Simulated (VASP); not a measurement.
# LiC3 in VASP: a series of runs, part 2 of 2

VASP 6.6.1. Earlier steps stand in the parts before.

## Step 3: Relaxation of cell and atoms, PBE

This run uses another cell than the first one, of 4.86 Å³/atom, 0.649 times its volume.

INCAR

```
PREC     = Accurate       # precision mode
ENCUT    = 600            # plane-wave cutoff, eV
EDIFF    = 1E-6           # SCF threshold, eV
ISMEAR   = 0              # smearing method
SIGMA    = 0.1            # smearing width, eV
LREAL    = False          # projectors in reciprocal space
LASPH    = True           # aspherical terms in the spheres
NELM     = 100            # most SCF steps
ALGO     = Normal         # electronic algorithm
ISIF     = 3              # what is computed and relaxed
LWAVE    = False          # write WAVECAR
LCHARG   = False          # write CHGCAR
GGA      = PE             # functional
IBRION   = 2              # ionic algorithm
NSW      = 90             # ionic steps
EDIFFG   = -0.04          # ionic threshold
```

KPOINTS

```
regular mesh
0
Gamma
  6 6 8
```

POSCAR

```
LiC3
1.0
    4.2539479900      0.0000000000      0.0000000000
   -2.1269739900      3.6840270200      0.0000000000
    0.0000000000      0.0000000000      2.4809523900
Li C
2 6
Direct
    0.3333333300      0.6666666700      0.5000000000
    0.6666666700      0.3333333300      0.5000000000
    0.3333333300      0.3333333300      0.0000000000
    0.0000000000      0.6666666700      0.0000000000
    0.6666666700      0.0000000000      0.0000000000
    0.0000000000      0.3333333300      0.0000000000
    0.6666666700      0.6666666700      0.0000000000
    0.3333333300      0.0000000000      0.0000000000
```

Potentials or basis: VASP PAW PBE potentials, release 64 (Li_sv, C).

Launch:

```console
> cat potpaw_PBE.64/Li_sv/POTCAR potpaw_PBE.64/C/POTCAR > POTCAR
> mpirun -np 1 vasp_std > vasp.out
```

OUTCAR:

```text
PREC = Accurate
   ENCUT = 600
   EDIFF = 1E-6
   ISMEAR = 0
   LREAL = False
   LASPH = True
   NELM = 100
   ISIF = 3
   GGA = PE
   IBRION = 2
   NSW = 90
   EDIFFG = -0.04

 ion  position               nearest neighbor table
   1  0.333  0.667  0.500-   8 1.88   8 1.88   4 1.88   4 1.88   6 1.88   6 1.88   5 1.88   5 1.88
                             3 1.88   3 1.88   7 1.88   7 1.88   2 2.46   2 2.46   2 2.46
   2  0.667  0.333  0.500-   5 1.88   5 1.88   6 1.88   6 1.88   4 1.88   4 1.88   8 1.88   8 1.88
                             7 1.88   7 1.88   3 1.88   3 1.88   1 2.46   1 2.46   1 2.46
   3  0.333  0.333  0.000-   8 1.42   6 1.42   7 1.42   1 1.88   1 1.88   2 1.88   2 1.88
   4  0.000  0.667  0.000-   8 1.42   7 1.42   6 1.42   1 1.88   1 1.88   2 1.88   2 1.88
   5  0.667  0.000  0.000-   7 1.42   6 1.42   8 1.42   2 1.88   2 1.88   1 1.88   1 1.88
   6  0.000  0.333  0.000-   5 1.42   3 1.42   4 1.42   2 1.88   2 1.88   1 1.88   1 1.88
   7  0.667  0.667  0.000-   5 1.42   4 1.42   3 1.42   2 1.88   2 1.88   1 1.88   1 1.88
   8  0.333  0.000  0.000-   3 1.42   4 1.42   5 1.42   1 1.88   1 1.88   2 1.88   2 1.88

  LATTYP: Found a hexagonal cell.
 ALAT       =     4.2539479900
 C/A-ratio  =     0.5832117355

  Lattice vectors:

 A1 = (   4.2539479900,   0.0000000000,   0.0000000000)
 A2 = (  -2.1269739900,   3.6840270200,   0.0000000000)
 A3 = (   0.0000000000,   0.0000000000,   2.4809523900)

Analysis of symmetry for initial positions (statically):
=====================================================================
 Subroutine PRICEL returns:
 Original cell was already a primitive cell.

 Routine SETGRP: Setting up the symmetry group for a
 hexagonal supercell.

 Subroutine GETGRP returns: Found 24 space group operations
 (whereof 24 operations were pure point group operations)
 out of a pool of 24 trial point group operations.

The static configuration has the point symmetry D_6h.

Analysis of symmetry for dynamics (positions and initial velocities):
=====================================================================
 Subroutine PRICEL returns:
 Original cell was already a primitive cell.

 Routine SETGRP: Setting up the symmetry group for a
 hexagonal supercell.

 Subroutine GETGRP returns: Found 24 space group operations
[... 137 lines left out ...]
  Fermi-wavevector in a.u.,A,eV,Ry     =   1.501542  2.837503 30.676076  2.254628
  Thomas-Fermi vector in A             =   2.612899
   LORBIT       =      0    0 simple, 1 ext, 2 COOP (PROOUT), +10 PAW based schemes
   GGA     = PE    functional components
   LHFCALC =     F    Hartree Fock is set to
   AEXX    =    0.0000 exact exchange contribution
   IVDW    =     0    specifies the selected vdW correction
   LEPSILON=     F    determine dielectric tensor
   LRPA    =     F    only Hartree local field effects (RPA)
 conjugate gradient relaxation of ions
 non-spin polarized calculation
 Gauss-broadening in eV      SIGMA  =   0.10
  energy-cutoff  :      600.00
  volume of cell :       38.88
 maximum number of plane-waves:      1342
 NGX is ok and might be reduce to    36
   NGX = 17   NGY = 17   NGZ =  9

--------------------------------------- Ionic step        1  -------------------------------------------

 number of electron      29.9999993 magnetization

 Free energy of the ion-electron system (eV)
  ---------------------------------------------------
  ext. energy  EPLUGINS =         0.00000000
  ---------------------------------------------------
  free energy    TOTEN  =       -52.22793195 eV

  energy without entropy =      -52.22224979  energy(sigma->0) =      -52.22509087

 E-fermi :  12.3300     XC(G=0): -13.4309

 val. band max:       12.3133727106   @ k =   0.3333   0.1667   0.3750
 cond. band min:      12.3709253565   @ k =   0.3333   0.3333   0.5000
 fundamental gap:      0.0575526460
 Fermi energy:        12.3300064016

 k-point     1 :       0.0000    0.0000    0.0000
  band No.  band energies     occupation
      1     -35.4300      2.00000
      2     -35.2644      2.00000
      3     -10.2653      2.00000
      4      -4.4668      2.00000
      5      -4.4668      2.00000
      6      -3.5442      2.00000
[... 662 lines left out ...]
  FREE ENERGIE OF THE ION-ELECTRON SYSTEM (eV)
  ---------------------------------------------------
  free  energy   TOTEN  =       -56.2459291562 eV

  energy  without entropy=      -56.2424244356  energy(sigma->0) =      -56.24417680

[... ionic steps 4 to 8 ...]

--------------------------------------- Ionic step        9  -------------------------------------------

 number of electron      30.0000048 magnetization

------------------------ aborting loop because EDIFF is reached ----------------------------------------
[... 79 lines left out ...]
--------------------------------------- Ionic step       11  -------------------------------------------

 number of electron      30.0000048 magnetization

 Free energy of the ion-electron system (eV)
  ---------------------------------------------------
  ext. energy  EPLUGINS =         0.00000000
  ---------------------------------------------------
  free energy    TOTEN  =       -58.29606737 eV

  energy without entropy =      -58.29008718  energy(sigma->0) =      -58.29307727

 E-fermi :   8.2460     XC(G=0): -11.2766

 val. band max:        8.1066820525   @ k =   0.5000   0.0000   0.0000
 cond. band min:       8.2482163696   @ k =   0.3333   0.1667   0.2500
 fundamental gap:      0.1415343171
 Fermi energy:         8.2460443768

 k-point     1 :       0.0000    0.0000    0.0000
  band No.  band energies     occupation
      1     -39.5166      2.00000
      2     -39.4437      2.00000
      3     -12.7602      2.00000
      4      -6.4171      2.00000
      5      -6.4171      2.00000
      6      -6.0830      2.00000
[... 578 lines left out ...]
  FREE ENERGIE OF THE ION-ELECTRON SYSTEM (eV)
  ---------------------------------------------------
  free  energy   TOTEN  =       -58.2960673660 eV

  energy  without entropy=      -58.2900871809  energy(sigma->0) =      -58.29307727

 reached required accuracy - stopping structural energy minimisation
```

CONTCAR:

```text
LiC3
   1.00000000000000
     4.3936355378349425    0.0000000001038610    0.0000000000000000
    -2.1968177636633399    3.8049999845720119   -0.0000000000000000
     0.0000000000000000   -0.0000000000000000    3.4052164753297260
  Li              C
     2     6
Direct
     0.3333333300000021    0.6666666699999979    0.5000000000000000
     0.6666666699999979    0.3333333300000021    0.5000000000000000
     0.3323528206028775    0.3323528206028055    0.0000000000000000
     0.0000000000000238    0.6676471793972428    0.0000000000000000
     0.6676471793970987    0.9999999999999517    0.0000000000000000
     0.9999999999999765    0.3323528206027572    0.0000000000000000
     0.6676471793971224    0.6676471793971944    0.0000000000000000
     0.3323528206029013    0.0000000000000485    0.0000000000000000

  0.00000000E+00  0.00000000E+00  0.00000000E+00
  0.00000000E+00  0.00000000E+00  0.00000000E+00
  0.00000000E+00  0.00000000E+00  0.00000000E+00
  0.00000000E+00  0.00000000E+00  0.00000000E+00
  0.00000000E+00  0.00000000E+00  0.00000000E+00
  0.00000000E+00  0.00000000E+00  0.00000000E+00
  0.00000000E+00  0.00000000E+00  0.00000000E+00
  0.00000000E+00  0.00000000E+00  0.00000000E+00
```

It took 1.7 min on 1 thread of Intel Xeon 6975P-C (Granite Rapids), shared host; peak memory 0.17 GiB.

Results:

| Item | Value |
| --- | --- |
| Free energy | -58.2961 eV |
| Relaxed volume | 7.12 Å³/atom |
| Relaxed cell | a = 4.394 Å, b = 4.394 Å, c = 3.405 Å, α = 90.00°, β = 90.00°, γ = 120.00° |
| Space group after relaxing (to 0.05 Å) | P6/mmm (No. 191) |
| Energy gained by relaxing | 758.5 meV/atom |
| Ionic steps | 11 |
| Pressure after relaxing | 0.0 GPa |
| Largest force after relaxing | 0.032 eV/Å |
| Band gap on the k mesh | zero (band 15 reaches 10.85 eV, above the bottom of band 16 at 4.87 eV) |

Forces on the atoms (eV/Å):
```
Li   0.000  0.000  0.000
Li   0.000  0.000  0.000
C   -0.016 -0.028  0.000
C   -0.016  0.028  0.000
C    0.032  0.000  0.000
C    0.016 -0.028  0.000
C    0.016  0.028  0.000
C   -0.032  0.000  0.000
```

Stress tensor (GPa, compression positive):
```
-0.18  0.00  0.00
 0.00 -0.18  0.00
 0.00  0.00  0.43
```

Step by step:
```
step  energy change (eV)  largest force (eV/Å)  pressure (GPa)  volume (Å³)
   1              0.0000                1.2210          102.09        38.88
   2             -3.5891                1.5107          -28.65        58.82
   3             -4.0180                1.4215           -7.79        52.25
   4             -5.9436                0.8794            5.51        54.54
   5             -5.9479                1.2367            7.21        54.68
   6             -5.8316                2.2253            2.52        57.83
   7             -6.0536                0.2283            4.44        55.96
   8             -6.0591                0.0950           -3.66        57.70
   9             -6.0678                0.0417           -0.19        56.93
  10             -6.0680                0.0866            0.18        56.93
  11             -6.0681                0.0324            0.03        56.93
```

Final structure:
```xyz
8
Lattice="4.3936 0.0000 0.0000 -2.1968 3.8050 0.0000 0.0000 0.0000 3.4052" Properties=species:S:1:pos:R:3 pbc="T T T"
Li    0.0000    2.5367    1.7026
Li    2.1968    1.2683    1.7026
C     0.7301    1.2646    0.0000
C    -1.4667    2.5404    0.0000
C     0.7366    3.8050    0.0000
C     3.6635    1.2646    0.0000
C     1.4667    2.5404    0.0000
C     1.4602    0.0000    0.0000
```

Caveat: the cutoff is under 1.25 times the usual one of these potentials, so pressure, stress and relaxed cells hold a basis-set (Pulay) error; the volume moved by over 15 % at a fixed basis, so the end points are rough.

## Step 4: Single point, PBE

This run uses another cell than the first one, of 7.51 Å³/atom, 1.003 times its volume.

INCAR

```
PREC = Accurate ; ENCUT = 520
EDIFF = 1E-6 ; ISMEAR = 0
SIGMA = 0.2 ; LREAL = F
LASPH = T ; NELM = 60
ALGO = Normal ; ISIF = 2
LWAVE = F ; LCHARG = F
GGA = PE ; NBANDS = 25
```

KPOINTS

```
Automatic mesh
0
Gamma
  6 6 6
```

POSCAR

```
LiC3
1.0
   -0.0000754205     -0.0011557880      3.5867208310
    4.3971130662      0.0000097554     -0.0000348399
   -2.1985510656      3.8078886381     -0.0011571815
Li C
2 6
Direct
    0.5000015447      0.3333005399      0.6666125323
    0.4999995827      0.6666336289      0.3333140058
   -0.0000083980      0.3324623618      0.3324628017
    1.0000301442      1.0000100845      0.6675627080
   -0.0000222418      0.6675584265      0.0000103045
   -0.0000268322      1.0000113474      0.3324613156
    1.0000065782      0.6675616372      0.6675633314
    0.0000196222      0.3324619738      0.0000130005
```

Potentials or basis: VASP PAW PBE potentials, release 64 (Li_sv, C).

Launch:

```console
> cat potpaw_PBE.64/Li_sv/POTCAR potpaw_PBE.64/C/POTCAR > POTCAR
> mpirun -np 1 vasp_std > vasp.out
```

OUTCAR:

```text
PREC = Accurate
   ENCUT = 520
   EDIFF = 1E-6
   ISMEAR = 0
   LREAL = F
   LASPH = T
   NELM = 60
   ISIF = 2
   GGA = PE

 ion  position               nearest neighbor table
   1  0.500  0.333  0.667-   6 2.32   3 2.32   5 2.32   8 2.32   4 2.32   7 2.32   7 2.32   4 2.32
                             6 2.32   3 2.32   8 2.32   5 2.32   2 2.54   2 2.54   2 2.54
   2  0.500  0.667  0.333-   8 2.32   5 2.32   7 2.32   4 2.32   3 2.32   3 2.32   6 2.32   6 2.32
                             5 2.32   8 2.32   7 2.32   4 2.32   1 2.54   1 2.54   1 2.54
   3  1.000  0.332  0.332-   8 1.46   6 1.46   7 1.47   1 2.32   2 2.32   2 2.32   1 2.32
   4  0.000  0.000  0.668-   8 1.46   7 1.46   6 1.47   2 2.32   1 2.32   1 2.32   2 2.32
   5  1.000  0.668  0.000-   7 1.46   6 1.46   8 1.47   2 2.32   1 2.32   2 2.32   1 2.32
   6  1.000  0.000  0.332-   5 1.46   3 1.46   4 1.47   1 2.32   2 2.32   2 2.32   1 2.32
   7  0.000  0.668  0.668-   5 1.46   4 1.46   3 1.47   2 2.32   1 2.32   1 2.32   2 2.32
   8  0.000  0.332  0.000-   3 1.46   4 1.46   5 1.47   2 2.32   1 2.32   2 2.32   1 2.32

  LATTYP: Found a base centered monoclinic cell.
 ALAT       =     7.6157873939
 B/A-ratio  =     0.5773681484
 C/A-ratio  =     2.0544132771
 COS(beta)  =    -0.9733693731

  Lattice vectors:

[... 202 lines left out ...]
      4      -6.6458      2.00000
      5      -6.6454      2.00000
      6      -6.3662      2.00000
[... 661 lines left out ...]
     24      17.1230      0.00000
     25      17.1998      0.00000

 [... further k-points ...]

------------------------ aborting loop because EDIFF is reached ----------------------------------------

  FORCE on cell =-STRESS in cart. coord.  units (eV):
  Direction    XX          YY          ZZ          XY          YZ          ZX
  --------------------------------------------------------------------------------------
  -------------------------------------------------------------------------------------
  Total        0.0938819      0.1024714     -0.1187237     -0.0008373      0.0061908      0.0003842
  in kB        2.5046229      2.7337788     -3.1673637     -0.0223383      0.1651612      0.0102496
  external PRESSURE =       0.6903460 kB  Pullay stress =       0.0000000 kB

 VOLUME and BASIS-vectors are now :
 -----------------------------------------------------------------------------
  energy-cutoff  :      520.00
  volume of cell :       60.06
      direct lattice vectors                 reciprocal lattice vectors
    -0.000075421 -0.001155788  3.586720831     0.000002209  0.000086002  0.278806226
     4.397113066  0.000009755 -0.000034840     0.227421653  0.131305881  0.000047094
    -2.198551066  3.807888638 -0.001157181    -0.000000582  0.262612412  0.000084624

 POSITION                                       TOTAL-FORCE (eV/Angst)
 -----------------------------------------------------------------------------------
     -0.00006      2.53781      1.79258        -0.000057      0.000352     -0.000028
      2.19842      1.26865      1.79295         0.000248      0.000050      0.000003
      0.73086      1.26483      3.58629        -0.000610     -0.000326     -0.000083
     -1.46763      2.54200     -0.00066        -0.000338      0.000299     -0.000298
      2.93523     -0.00111      3.58662         0.000389      0.000269      0.000389
     -0.73096      1.26482      3.58624        -0.000045     -0.000355      0.000207
      1.46767      2.54201     -0.00077         0.000534      0.000244      0.000132
      1.46184      0.00005      0.00006        -0.000121     -0.000533     -0.000321
 -----------------------------------------------------------------------------------
    total drift:                                0.000003      0.000005     -0.000017

  FREE ENERGIE OF THE ION-ELECTRON SYSTEM (eV)
  ---------------------------------------------------
  free  energy   TOTEN  =       -58.6544918977 eV

  energy  without entropy=      -58.6393969323  energy(sigma->0) =      -58.64694441
```

stdout:

```text
POSCAR found type information on POSCAR LiC
 POSCAR found :  2 types and       8 ions
 scaLAPACK will be used
 -----------------------------------------------------------------------------
|                                                                             |
|           W    W    AA    RRRRR   N    N  II  N    N   GGGG   !!!           |
|           W    W   A  A   R    R  NN   N  II  NN   N  G    G  !!!           |
[... 18 lines left out ...]
 -----------------------------------------------------------------------------

 LDA part: xc-table for (Slater+PW92), standard interpolation
 POSCAR, INCAR and KPOINTS ok, starting setup
 FFT: planning ... GRIDC
 FFT: planning ... GRID_SOFT
 FFT: planning ... GRID
 WAVECAR not read
 entering main loop
```

Run time: 81 s. Hardware: 1 thread of Intel Xeon 6975P-C (Granite Rapids), shared host; peak memory 0.25 GiB.

Results:

```
Free energy            : -58.6545 eV
Band gap on the k mesh : zero (band 15 reaches 10.16 eV, above the bottom of band 16 at 4.69 eV)
```

Caveat: the cutoff is under 1.25 times the usual one of these potentials, so pressure, stress and relaxed cells hold a basis-set (Pulay) error.

## Step 5: Summary

| task | cell | k mesh | cutoff (eV) | smearing | gap on the mesh (eV) |
| --- | --- | --- | --- | --- | --- |
| single point | a = 4.396, b = 4.396, c = 3.578 Å, angles 90.0, 90.0, 120.0°, 8 atoms | 6 × 6 × 8 | 520 | gaussian 0.1 eV | none |
| relaxation of cell and atoms | relaxed from a = 4.254, b = 4.254, c = 2.481 Å, angles 90.0, 90.0, 120.0°, 8 atoms | 6 × 6 × 8 | 600 | gaussian 0.1 eV | none |
| single point | a = 3.587, b = 4.397, c = 4.397 Å, angles 120.0, 90.0, 90.0°, 8 atoms | 6 × 6 × 6 | 520 | gaussian 0.2 eV | none |

Alike in all rows: level PBE; potentials or basis VASP PAW PBE potentials, release 64 (Li_sv, C); no spin polarisation.

Caveats: the cutoff is under 1.25 times the usual one of these potentials, so pressure, stress and relaxed cells hold a basis-set (Pulay) error; the volume moved by over 15 % at a fixed basis, so the end points are rough (some runs).

Absolute energies hang on the potentials; compare differences alone.
